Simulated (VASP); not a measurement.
# ScGa3As2 (P-4m2) in VASP: further runs

Runs on ScGa3As2. Level: PBE. Tasks: single point.

Program: VASP 6.6.1. These are calculated values, not measurements. Logs are shortened: lines on timing, memory, paths and dates and some standing lists are left out, and cuts for length are marked.

## 1. The cell of the first run

Symmetry: P-4m2, No. 115, tetragonal system. Conventional cell: a = 4.116 Å, b = 4.116 Å, c = 6.802 Å, α = 90.00°, β = 90.00°, γ = 90.00°. Sc (site symmetry -4m2) has 4 As at 2.90 Å and 8 Ga at 2.91 to 3.00 Å within 3.8 Å. Within 3.4 Å of Ga (site symmetry 2mm) lie 5 As at 2.57 to 2.91 Å and 2 Sc at 3.00 Å and 2 Ga at 3.00 Å. Within 3.8 Å of Ga (site symmetry -4m2) lie 4 As at 2.90 Å and 4 Sc at 2.91 Å and 4 Ga at 3.00 Å. As (site symmetry 2mm) has 7 Ga at 2.57 to 2.91 Å and 2 Sc at 2.90 Å within 3.4 Å.

## 2. Single point, PBE

Input file INCAR:

```
ALGO     = Fast           # electronic algorithm
EDIFF    = 1E-6           # SCF threshold, eV
ENCUT    = 520            # plane-wave cutoff, eV
GGA      = PE             # functional
ISIF     = 2              # what is computed and relaxed
ISMEAR   = 0              # smearing method
LASPH    = True           # aspherical terms in the spheres
LCHARG   = False          # write CHGCAR
LREAL    = False          # projectors in reciprocal space
LWAVE    = False          # write WAVECAR
NBANDS   = 39             # bands
NELM     = 100            # most SCF steps
PREC     = Accurate       # precision mode
SIGMA    = 0.1            # smearing width, eV
```

Input file KPOINTS:

```
k-points
0
Gamma
  4 4 2
```

Input file POSCAR:

```
ScGa3As2
1.0
    4.1160017940      0.0000000000      0.0000000000
    0.0000000000      4.1160017940      0.0000000000
    0.0000000000      0.0000000000      6.8023671762
Sc Ga As
1 3 2
Direct
    0.0000000000      0.0000000000      0.0000000000
    0.0000000000      0.5000000000      0.3215591639
    0.5000000000      0.0000000000      0.6784408361
    0.5000000000      0.5000000000      0.0000000000
    0.0000000000      0.5000000000      0.6988114487
    0.5000000000      0.0000000000      0.3011885513
```

Potentials or basis: VASP PAW PBE potentials, release 64 (Sc_sv, Ga_d, As).

Launch:

```sh
cat potpaw_PBE.64/Sc_sv/POTCAR potpaw_PBE.64/Ga_d/POTCAR potpaw_PBE.64/As/POTCAR > POTCAR
mpirun -np 1 vasp_std > vasp.out
```

OUTCAR:

```text
EDIFF = 1E-6
   ENCUT = 520
   GGA = PE
   ISIF = 2
   ISMEAR = 0
   LASPH = True
   LREAL = False
   NELM = 100
   PREC = Accurate

 ion  position               nearest neighbor table
   1  0.000  0.000  0.000-   5 2.90   6 2.90   5 2.90   6 2.90   4 2.91   4 2.91   4 2.91   4 2.91
                             3 3.00   2 3.00   3 3.00   2 3.00
   2  0.000  0.500  0.322-   5 2.57   6 2.91   6 2.91   6 2.91   6 2.91   1 3.00   1 3.00
   3  0.500  0.000  0.678-   6 2.57   5 2.91   5 2.91   5 2.91   5 2.91   1 3.00   1 3.00
   4  0.500  0.500  0.000-   5 2.90   6 2.90   6 2.90   5 2.90   1 2.91   1 2.91   1 2.91   1 2.91

   5  0.000  0.500  0.699-   2 2.57   1 2.90   4 2.90   1 2.90   4 2.90   3 2.91   3 2.91   3 2.91
                             3 2.91
   6  0.500  0.000  0.301-   3 2.57   1 2.90   4 2.90   4 2.90   1 2.90   2 2.91   2 2.91   2 2.91
                             2 2.91

  LATTYP: Found a simple tetragonal cell.
 ALAT       =     4.1160017940
 C/A-ratio  =     1.6526638026

  Lattice vectors:

 A1 = (   4.1160017940,   0.0000000000,   0.0000000000)
 A2 = (   0.0000000000,   4.1160017940,   0.0000000000)
 A3 = (   0.0000000000,   0.0000000000,   6.8023671762)

Analysis of symmetry for initial positions (statically):
=====================================================================
 Subroutine PRICEL returns:
 Original cell was already a primitive cell.

 Routine SETGRP: Setting up the symmetry group for a
 simple tetragonal supercell.

 Subroutine GETGRP returns: Found  8 space group operations
 (whereof  8 operations were pure point group operations)
 out of a pool of 16 trial point group operations.

The static configuration has the point symmetry D_2d.

Analysis of symmetry for dynamics (positions and initial velocities):
=====================================================================
 Subroutine PRICEL returns:
 Original cell was already a primitive cell.

 Routine SETGRP: Setting up the symmetry group for a
 simple tetragonal supercell.

 Subroutine GETGRP returns: Found  8 space group operations
 (whereof  8 operations were pure point group operations)
 out of a pool of 16 trial point group operations.

The dynamic configuration has the point symmetry D_2d.

 Subroutine INISYM returns: Found  8 space group operations
 (whereof  8 operations are pure point group operations),
 and found     1 'primitive' translations

[... 89 lines left out ...]
   EDIFF  = 0.1E-05   stopping-criterion for ELM
   LREAL  =      F    real-space projection
   EDIFFG = 0.1E-04   stopping-criterion for IOM
   NSW    =      0    number of steps for IOM
   IBRION =     -1    ionic relax: 0-MD 1-quasi-New 2-CG
   NFREE  =      0    steps in history (QN), initial steepest desc. (CG)
   ISIF   =      2    stress and relaxation
   ISYM   =      2    0-nonsym 1-usesym 2-fastsym
   POTIM  = 0.5000    time-step for ionic-motion
   TEBEG  =    0.0;   TEEND  =   0.0 temperature during run
   PSTRESS=    0.0 pullay stress
   NELECT =      60.0000    total number of electrons
   NUPDOWN=      -1.0000    fix difference up-down
   EMIN   =  10.00;   EMAX   =-10.00  energy-range for DOS
   EFERMI =   0.00;   METHOD = LEGACY
   ISMEAR =     0;   SIGMA  =   0.10  broadening in eV -4-tet -1-fermi 0-gaus
   EFERMI_NEDOS =   21; number of points for ismear=-14 and -15
   IALGO  =     68    algorithm
   IMIX   =      4    mixing-type and parameters
     AMIX     =   0.40;   BMIX     =  1.00
     AMIX_MAG =   1.60;   BMIX_MAG =  1.00
  volume/ion in A,a.u.               =      19.21       129.62
  Fermi-wavevector in a.u.,A,eV,Ry     =   1.317007  2.488783 23.599418  1.734508
  Thomas-Fermi vector in A             =   2.447079
   LORBIT       =      0    0 simple, 1 ext, 2 COOP (PROOUT), +10 PAW based schemes
   GGA     = PE    functional components
   LHFCALC =     F    Hartree Fock is set to
   AEXX    =    0.0000 exact exchange contribution
   IVDW    =     0    specifies the selected vdW correction
   LEPSILON=     F    determine dielectric tensor
   LRPA    =     F    only Hartree local field effects (RPA)
 non-spin polarized calculation
 RMM-DIIS sequential band-by-band and
 Gauss-broadening in eV      SIGMA  =   0.10
  energy-cutoff  :      520.00
  volume of cell :      115.24
 maximum number of plane-waves:      3130
 NGX is ok and might be reduce to    32
   NGX = 15   NGY = 15   NGZ = 25

 number of electron      60.0000003 magnetization

 Free energy of the ion-electron system (eV)
  ---------------------------------------------------
  ext. energy  EPLUGINS =         0.00000000
  ---------------------------------------------------
  free energy    TOTEN  =       -26.52749105 eV

  energy without entropy =      -26.52039600  energy(sigma->0) =      -26.52394353

 E-fermi :   5.6870     XC(G=0): -10.7760

 val. band max:        5.6258652103   @ k =   0.2500   0.0000   0.5000
 cond. band min:       5.8503717184   @ k =   0.5000   0.5000   0.5000
 fundamental gap:      0.2245065081
 Fermi energy:         5.6870109518

 k-point     1 :       0.0000    0.0000    0.0000
  band No.  band energies     occupation
      1     -44.0800      2.00000
      2     -22.7460      2.00000
      3     -22.7460      2.00000
      4     -22.7185      2.00000
      5      -9.3191      2.00000
      6      -9.2780      2.00000
[... 493 lines left out ...]
     38       9.4389      0.00000
     39      10.3801      0.00000

------------------------ aborting loop because EDIFF is reached ----------------------------------------

  FORCE on cell =-STRESS in cart. coord.  units (eV):
  Direction    XX          YY          ZZ          XY          YZ          ZX
  --------------------------------------------------------------------------------------
  -------------------------------------------------------------------------------------
  Total        0.0205571      0.0205571      0.0453492      0.0000000     -0.0000000      0.0000000
  in kB        0.2857991      0.2857991      0.6304767      0.0000000     -0.0000000      0.0000000
  external PRESSURE =       0.4006916 kB  Pullay stress =       0.0000000 kB

 VOLUME and BASIS-vectors are now :
 -----------------------------------------------------------------------------
  energy-cutoff  :      520.00
  volume of cell :      115.24
      direct lattice vectors                 reciprocal lattice vectors
     4.116001794  0.000000000  0.000000000     0.242954219  0.000000000  0.000000000
     0.000000000  4.116001794  0.000000000     0.000000000  0.242954219  0.000000000
     0.000000000  0.000000000  6.802367176     0.000000000  0.000000000  0.147007648

 POSITION                                       TOTAL-FORCE (eV/Angst)
 -----------------------------------------------------------------------------------
      0.00000      0.00000      0.00000         0.000000      0.000000      0.000000
      0.00000      2.05800      2.18736         0.000000      0.000000     -0.018599
      2.05800      0.00000      4.61500        -0.000000      0.000000      0.018599
      2.05800      2.05800      0.00000         0.000000     -0.000000      0.000000
      0.00000      2.05800      4.75357         0.000000      0.000000      0.012523
      2.05800      0.00000      2.04880         0.000000      0.000000     -0.012523
 -----------------------------------------------------------------------------------
    total drift:                                0.000000     -0.000000     -0.000000

  FREE ENERGIE OF THE ION-ELECTRON SYSTEM (eV)
  ---------------------------------------------------
  free  energy   TOTEN  =       -26.5274910513 eV

  energy  without entropy=      -26.5203960020  energy(sigma->0) =      -26.52394353
```

OSZICAR:

```text
N       E                     dE             d eps       ncg     rms          rms(c)
DAV:   1     0.573081496815E+03    0.57308E+03   -0.27065E+04   971   0.236E+03
DAV:   2     0.532087844778E+02   -0.51987E+03   -0.50500E+03   944   0.635E+02
DAV:   3    -0.237438020156E+02   -0.76953E+02   -0.74505E+02  1147   0.185E+02
DAV:   4    -0.278029742425E+02   -0.40592E+01   -0.38615E+01  1257   0.423E+01
DAV:   5    -0.279203413094E+02   -0.11737E+00   -0.11697E+00  1232   0.800E+00    0.818E+00
RMM:   6    -0.265574457691E+02    0.13629E+01   -0.29309E+00  1105   0.115E+01    0.279E+00
RMM:   7    -0.265350562630E+02    0.22390E-01   -0.15212E+00  1307   0.437E+00    0.138E+00
RMM:   8    -0.265255571566E+02    0.94991E-02   -0.16446E-01  1432   0.231E+00    0.852E-01
RMM:   9    -0.265272322624E+02   -0.16751E-02   -0.51235E-02  1548   0.928E-01    0.158E-01
RMM:  10    -0.265275683595E+02   -0.33610E-03   -0.95188E-03  1465   0.453E-01    0.141E-01
RMM:  11    -0.265274929273E+02    0.75432E-04   -0.22301E-03  1487   0.205E-01    0.110E-01
RMM:  12    -0.265275165869E+02   -0.23660E-04   -0.54391E-04  1406   0.106E-01    0.358E-02
RMM:  13    -0.265274853103E+02    0.31277E-04   -0.17876E-04  1382   0.742E-02    0.913E-03
RMM:  14    -0.265274909426E+02   -0.56323E-05   -0.64398E-05  1247   0.412E-02    0.800E-03
RMM:  15    -0.265274903763E+02    0.56634E-06   -0.17709E-05  1045   0.227E-02    0.201E-03
RMM:  16    -0.265274910513E+02   -0.67501E-06   -0.80650E-06   873   0.157E-02
   1 F= -.26527491E+02 E0= -.26523944E+02  d E =-.709505E-02
```

stdout:

```text
POSCAR found type information on POSCAR ScGaAs
 POSCAR found :  3 types and       6 ions
 scaLAPACK will be used
 LDA part: xc-table for (Slater+PW92), standard interpolation
 POSCAR, INCAR and KPOINTS ok, starting setup
 FFT: planning ... GRIDC
 FFT: planning ... GRID_SOFT
 FFT: planning ... GRID
 WAVECAR not read
 entering main loop
```

Run time: 33 s. Hardware: 1 thread of Intel Xeon 6975P-C (Granite Rapids), shared host; peak memory 0.24 GiB.

Results:

```yaml
Free_energy: -26.5275 eV
Pressure: 0.0 GPa
Largest_force: 0.019 eV/Å
Band_gap_on_the_k_mesh: zero (band 30 reaches 6.15 eV, above the bottom of band 31 at 5.09 eV)
```

Forces on the atoms (eV/Å):
```
Sc   0.000  0.000  0.000
Ga   0.000  0.000 -0.019
Ga   0.000  0.000  0.019
Ga   0.000  0.000  0.000
As   0.000  0.000  0.013
As   0.000  0.000 -0.013
```

Caveat: the k points lie up to 0.46 Å⁻¹ apart.

[end of part 1 of 2]
